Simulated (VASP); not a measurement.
Input of a VASP 6.6.1 run:

INCAR

```
SYSTEM = Si
PREC = Accurate ; ENCUT = 520
EDIFF = 1E-6 ; ISMEAR = 0
SIGMA = 0.05 ; LREAL = .FALSE.
LASPH = .TRUE. ; NELM = 100
ALGO = Normal ; ISIF = 2
LWAVE = .FALSE. ; LCHARG = .FALSE.
GGA = PE ; NBANDS = 11
```

The input KPOINTS:

```
regular mesh
0
G
  10 10 10
  0 0 0
```

POSCAR

```
Si
1.0
    0.0000000000      2.9290135149      2.4416256660
    2.9290135149      0.0000000000      2.4416256660
    2.9290135149      2.9290135149      0.0000000000
Si
2
Direct
    0.5000000000      0.5000000000      0.5000000000
    0.7500000000      0.7500000000      0.7500000000
```

Potentials or basis: VASP PAW PBE potentials, release 64 (Si).

Launch:

```console
$ cat potpaw_PBE.64/Si/POTCAR > POTCAR
$ mpirun -np 1 vasp_std > vasp.out
```

Task: Estimate the pressure.

Result: -3.2 GPa.

Task: What does it give for the band gap on the k mesh?

Result: Zero (bands 4 and 5 overlap by 1.09 eV).

Stress tensor (GPa, compression positive):
```
-6.93  0.00  0.00
 0.00 -6.93  0.00
 0.00  0.00  4.20
```

Caveat: the cell stands under tension.
